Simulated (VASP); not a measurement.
**Mo: relaxation of cell and atoms with PBE**

The system is Mo.

```
Mo
1.0
    -1.39581    1.39581    1.39581
     1.39581   -1.39581    1.39581
     1.39581    1.39581   -1.39581
Mo
1
Direct
  0.00000 0.00000 0.00000
```

```
Program                : VASP 6.6.1
Task                   : relaxation of cell and atoms
Functional             : PBE
Potentials or basis    : VASP PAW PBE potentials, release 64 (Mo_sv)
Cutoff                 : 600 eV
k mesh                 : 19 × 19 × 19
Occupations            : fermi-dirac, width 0.05 eV
Spin                   : no spin polarisation
Target pressure        : 200 GPa
Dipole correction      : no
Further INCAR settings : ALGO = Normal; EDIFF = 1e-06; IBRION = 2; EDIFFG = -0.005; NSW = 60; ISIF = 3
```

- Relaxed volume: 10.96 Å³/atom
- Relaxed cell: a = 2.423 Å, b = 2.423 Å, c = 2.423 Å, α = 109.47°, β = 109.47°, γ = 109.47°
- Space group after relaxing (to 0.1 Å): Im-3m (No. 229)
- Energy change on relaxing (the run minimises the enthalpy): -98.7 meV/atom
- Ionic steps: 4
- Pressure after relaxing: 199.9 GPa
- Band gap on the k mesh: zero (bands 7 and 8 overlap by 8.38 eV)

The path:
```
step  energy change (eV)  largest force (eV/Å)  pressure (GPa)  volume (Å³)
   1              0.0000                0.0000          206.65        10.88
   2             -0.8065                0.0000          151.63        11.60
   3             -0.1019                0.0000          199.78        10.96
   4             -0.0987                0.0000          199.93        10.96
```

Final structure:
```yaml
crystal:
  lattice:
    - [-1.39913, 1.39913, 1.39913]
    - [1.39913, -1.39913, 1.39913]
    - [1.39913, 1.39913, -1.39913]
  atoms:
    - { symbol: Mo, position: [0.00000, 0.00000, 0.00000] }
```

Levels at points of the mesh, in eV from the Fermi level:
```csv
k point,band 4,band 5,band 6,band 7,band 8,band 9,band 10,band 11
"(0.00, 0.00, 0.00)",-33.73,-7.93,-2.43,-2.43,-2.43,2.12,2.12,14.90
```

Run time: 54 s on 1 thread of Intel(R) Xeon(R) Platinum 8259CL CPU @ 2.50GHz (Skylake/Cascade Lake), with other jobs on the host, peak memory 0.16 GiB.

Caveat: the cell is relaxed towards a set pressure, so the run minimises the enthalpy, not the energy.
